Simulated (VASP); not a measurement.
# Rh (Fm-3m) in VASP: settings compared, part 2 of 2

VASP 6.6.1. The steps go on from the part before.

**3. Single point, LDA**

INCAR reads:

```
ALGO = Normal ; EDIFF = 1E-6
ENCUT = 500 ; GGA = CA
GGA_COMPAT = F ; ISIF = 2
ISMEAR = 1 ; LASPH = T
LCHARG = T ; LELF = T
LREAL = F ; LVHAR = T
LWAVE = F ; NBANDS = 14
NELM = 120 ; PREC = Accurate
SIGMA = 0.1
```

KPOINTS reads:

```
k-points
0
Gamma
  14 14 14
```

POSCAR reads:

```
Rh
1.0
    0.0000000000      1.8978500000      1.8978500000
    1.8978500000      0.0000000000      1.8978500000
    1.8978500000      1.8978500000      0.0000000000
Rh
1
Direct
    0.0000000000      0.0000000000      0.0000000000
```

Potentials or basis: VASP PAW LDA potentials, release 64 (Rh_pv).

Run with:

```bash
$ cat potpaw_LDA.64/Rh_pv/POTCAR > POTCAR
$ mpirun -np 1 vasp_std > vasp.out
```

OUTCAR:

```text
EDIFF = 1E-6
   ENCUT = 500
   GGA = CA
   ISIF = 2
   ISMEAR = 1
   LASPH = T
   LREAL = F
   NELM = 120
   PREC = Accurate

 ion  position               nearest neighbor table
   1  0.000  0.000  0.000-

  LATTYP: Found a face centered cubic cell.
 ALAT       =     3.7957000000

  Lattice vectors:

 A1 = (   0.0000000000,   1.8978500000,   1.8978500000)
 A2 = (   1.8978500000,   0.0000000000,   1.8978500000)
 A3 = (   1.8978500000,   1.8978500000,   0.0000000000)

Analysis of symmetry for initial positions (statically):
=====================================================================
 Subroutine PRICEL returns:
 Original cell was already a primitive cell.

 Routine SETGRP: Setting up the symmetry group for a
 face centered cubic supercell.

 Subroutine GETGRP returns: Found 48 space group operations
 (whereof 48 operations were pure point group operations)
 out of a pool of 48 trial point group operations.

The static configuration has the point symmetry O_h .

Analysis of symmetry for dynamics (positions and initial velocities):
=====================================================================
 Subroutine PRICEL returns:
 Original cell was already a primitive cell.

 Routine SETGRP: Setting up the symmetry group for a
 face centered cubic supercell.

 Subroutine GETGRP returns: Found 48 space group operations
 (whereof 48 operations were pure point group operations)
 out of a pool of 48 trial point group operations.

The dynamic configuration has the point symmetry O_h .

 Subroutine INISYM returns: Found 48 space group operations
 (whereof 48 operations are pure point group operations),
 and found     1 'primitive' translations

----------------------------------------------------------------------------------------

                                     Primitive cell

  volume of cell :      13.6715

  direct lattice vectors                    reciprocal lattice vectors
     0.000000000  1.897850000  1.897850000    -0.263456016  0.263456016  0.263456016
     1.897850000  0.000000000  1.897850000     0.263456016 -0.263456016  0.263456016
     1.897850000  1.897850000  0.000000000     0.263456016  0.263456016 -0.263456016

  length of vectors
     2.683965209  2.683965209  2.683965209     0.456319205  0.456319205  0.456319205

  position of ions in fractional coordinates (direct lattice)
     0.000000000  0.000000000  0.000000000

  ion indices of the primitive-cell ions
   primitive index   ion index
                 1           1

----------------------------------------------------------------------------------------

 KPOINTS: k-points

Automatic generation of k-mesh.
 Grid dimensions read from file:
 generate k-points for:   14   14   14

 Generating k-lattice:

  Cartesian coordinates                     Fractional coordinates (reciprocal lattice)
    -0.018818287  0.018818287  0.018818287     0.071428571  0.000000000  0.000000000
     0.018818287 -0.018818287  0.018818287     0.000000000  0.071428571  0.000000000
     0.018818287  0.018818287 -0.018818287     0.000000000  0.000000000  0.071428571

  Length of vectors
     0.032594229  0.032594229  0.032594229

  Shift w.r.t. Gamma in fractional coordinates (k-lattice)
     0.000000000  0.000000000  0.000000000

 Subroutine IBZKPT returns following result:
 ===========================================

 Found    104 irreducible k-points:

 Following reciprocal coordinates:
            Coordinates               Weight
  0.000000  0.000000  0.000000      1.000000
  0.071429  0.000000  0.000000      8.000000
  0.142857  0.000000  0.000000      8.000000
  0.214286  0.000000  0.000000      8.000000
  0.285714  0.000000  0.000000      8.000000
  0.357143  0.000000  0.000000      8.000000
[... 16 lines left out ...]
  0.214286  0.142857  0.000000     24.000000
  0.285714  0.142857  0.000000     24.000000
 [... further k-points ...]
   k-points           NKPTS =    104   k-points in BZ     NKDIM =    104   number of bands    NBANDS=     14
   number of dos      NEDOS =    301   number of ions     NIONS =      1
   total plane-waves  NPLWV =   8000
   dimension x,y,z NGX =    20 NGY =   20 NGZ =   20
   dimension x,y,z NGXF=    40 NGYF=   40 NGZF=   40
   ions per type =               1
   NGX,Y,Z   is equivalent  to a cutoff of  12.39, 12.39, 12.39 a.u.
   NGXF,Y,Z  is equivalent  to a cutoff of  24.78, 24.78, 24.78 a.u.
 SYSTEM =  unknown system
   PREC   = accura    normal or accurate (medium, high low for compatibility)
   ISTART =      0    job   : 0-new  1-cont  2-samecut
   ICHARG =      2    charge: 1-file 2-atom 10-const
   ISPIN  =      1    spin polarized calculation?
   LNONCOLLINEAR =      F non collinear calculations
   LSORBIT =      F    spin-orbit coupling
   LASPH  =      T    aspherical Exc in radial PAW
   ENCUT  =  500.0 eV  36.75 Ry    6.06 a.u.   4.89  4.89  4.89*2*pi/ulx,y,z
   NELM   =    120;   NELMIN=  2; NELMDL= -5     # of ELM steps
   EDIFF  = 0.1E-05   stopping-criterion for ELM
   LREAL  =      F    real-space projection
   EDIFFG = 0.1E-04   stopping-criterion for IOM
   NSW    =      0    number of steps for IOM
   IBRION =     -1    ionic relax: 0-MD 1-quasi-New 2-CG
   NFREE  =      0    steps in history (QN), initial steepest desc. (CG)
   ISIF   =      2    stress and relaxation
   ISYM   =      2    0-nonsym 1-usesym 2-fastsym
   POTIM  = 0.5000    time-step for ionic-motion
   TEBEG  =    0.0;   TEEND  =   0.0 temperature during run
   PSTRESS=    0.0 pullay stress
   NELECT =      15.0000    total number of electrons
   NUPDOWN=      -1.0000    fix difference up-down
   EMIN   =  10.00;   EMAX   =-10.00  energy-range for DOS
   EFERMI =   0.00;   METHOD = LEGACY
   ISMEAR =     1;   SIGMA  =   0.10  broadening in eV -4-tet -1-fermi 0-gaus
   EFERMI_NEDOS =   21; number of points for ismear=-14 and -15
   IALGO  =     38    algorithm
   IMIX   =      4    mixing-type and parameters
     AMIX     =   0.40;   BMIX     =  1.00
     AMIX_MAG =   1.60;   BMIX_MAG =  1.00
  volume/ion in A,a.u.               =      13.67        92.26
  Fermi-wavevector in a.u.,A,eV,Ry     =   1.688496  3.190795 38.790465  2.851019
  Thomas-Fermi vector in A             =   2.770792
   LORBIT       =      0    0 simple, 1 ext, 2 COOP (PROOUT), +10 PAW based schemes
   GGA     = CA    functional components
   LHFCALC =     F    Hartree Fock is set to
   AEXX    =    0.0000 exact exchange contribution
   IVDW    =     0    specifies the selected vdW correction
   LEPSILON=     F    determine dielectric tensor
   LRPA    =     F    only Hartree local field effects (RPA)
 non-spin polarized calculation
 Methfessel and Paxton  Order N= 1 SIGMA  =   0.10
  energy-cutoff  :      500.00
  volume of cell :       13.67
 maximum number of plane-waves:       356
   NGX =  9   NGY =  9   NGZ =  9

 number of electron      15.0000007 magnetization

 Free energy of the ion-electron system (eV)
  ---------------------------------------------------
  ext. energy  EPLUGINS =         0.00000000
  ---------------------------------------------------
  free energy    TOTEN  =        -8.67166761 eV

  energy without entropy =       -8.67064924  energy(sigma->0) =       -8.67132815

 E-fermi :  11.7800     XC(G=0): -14.3865

 val. band max:       11.7737778567   @ k =  -0.2857   0.3571   0.0714
 cond. band min:      11.7997103341   @ k =   0.3571   0.0714   0.0000
 fundamental gap:      0.0259324774
 Fermi energy:        11.7800485446

 k-point     1 :       0.0000    0.0000    0.0000
  band No.  band energies     occupation
      1     -34.3510      2.00000
      2     -34.3510      2.00000
      3     -34.3510      2.00000
      4       3.7419      2.00000
      5       8.6834      2.00000
      6       8.6834      2.00000
      7       8.6834      2.00000
      8      10.8270      2.00000
      9      10.8270      2.00000
     10      27.7598      0.00000
     11      32.1662      0.00000
     12      33.1943      0.00000
     13      33.1943      0.00000
     14      33.1943      0.00000
[... 375 lines left out ...]
 k-point    24 :       0.2857    0.1429    0.0000
  band No.  band energies     occupation
      1     -34.7330      2.00000
      2     -34.4568      2.00000
      3     -34.4486      2.00000
      4       6.0155      2.00000
      5       7.6615      2.00000
      6       9.0444      2.00000
      7       9.6090      2.00000
      8      10.8823      2.00000
      9      11.5613      2.00834
     10      27.7899      0.00000
     11      30.2369      0.00000
     12      32.1657      0.00000
     13      32.4475      0.00000
     14      33.7288      0.00000

 [... further k-points ...]
[... 5 lines left out ...]
  --------------------------------------------------------------------------------------
  -------------------------------------------------------------------------------------
  Total       -0.7568037     -0.7568037     -0.7568037      0.0000000      0.0000000      0.0000000
  in kB      -88.6907204    -88.6907204    -88.6907204      0.0000000      0.0000000      0.0000000
  external PRESSURE =     -88.6907204 kB  Pullay stress =       0.0000000 kB

 VOLUME and BASIS-vectors are now :
 -----------------------------------------------------------------------------
  energy-cutoff  :      500.00
  volume of cell :       13.67
      direct lattice vectors                 reciprocal lattice vectors
     0.000000000  1.897850000  1.897850000    -0.263456016  0.263456016  0.263456016
     1.897850000  0.000000000  1.897850000     0.263456016 -0.263456016  0.263456016
     1.897850000  1.897850000  0.000000000     0.263456016  0.263456016 -0.263456016

 POSITION                                       TOTAL-FORCE (eV/Angst)
 -----------------------------------------------------------------------------------
      0.00000      0.00000      0.00000        -0.000000      0.000000      0.000000
 -----------------------------------------------------------------------------------
    total drift:                                0.000000     -0.000000     -0.000000

  FREE ENERGIE OF THE ION-ELECTRON SYSTEM (eV)
  ---------------------------------------------------
  free  energy   TOTEN  =        -8.6716676120 eV

  energy  without entropy=       -8.6706492380  energy(sigma->0) =       -8.67132815
```

OSZICAR:

```text
N       E                     dE             d eps       ncg     rms          rms(c)
DAV:   1     0.116475903446E+03    0.11648E+03   -0.86887E+03  2936   0.112E+03
DAV:   2    -0.765015908711E+01   -0.12413E+03   -0.11864E+03  3236   0.336E+02
DAV:   3    -0.923511738964E+01   -0.15850E+01   -0.15819E+01  3422   0.415E+01
DAV:   4    -0.924107082276E+01   -0.59534E-02   -0.59532E-02  3410   0.261E+00
DAV:   5    -0.924112199034E+01   -0.51168E-04   -0.51166E-04  3326   0.214E-01    0.107E+01
DAV:   6    -0.869632329444E+01    0.54480E+00   -0.91284E-01  3086   0.131E+01    0.353E+00
DAV:   7    -0.867675627721E+01    0.19567E-01   -0.15020E-02  3278   0.145E+00    0.170E+00
DAV:   8    -0.867180440732E+01    0.49519E-02   -0.41616E-03  3146   0.898E-01    0.182E-01
DAV:   9    -0.867166174402E+01    0.14266E-03   -0.12466E-04  3092   0.155E-01    0.454E-02
DAV:  10    -0.867166764646E+01   -0.59024E-05   -0.28538E-06  3214   0.194E-02    0.268E-03
DAV:  11    -0.867166761196E+01    0.34499E-07   -0.88897E-08  1570   0.403E-03
   1 F= -.86716676E+01 E0= -.86713282E+01  d E =-.101837E-02
```

Wall time 25 s (1 thread of Intel Xeon 8259CL, shared host); peak memory 0.13 GiB.

Results:

* Free energy: -8.6717 eV
* Pressure: -8.9 GPa
* Band gap on the k mesh: zero (an odd number of electrons rules out a gap without spin polarisation)

Caveat: the cell stands under tension.
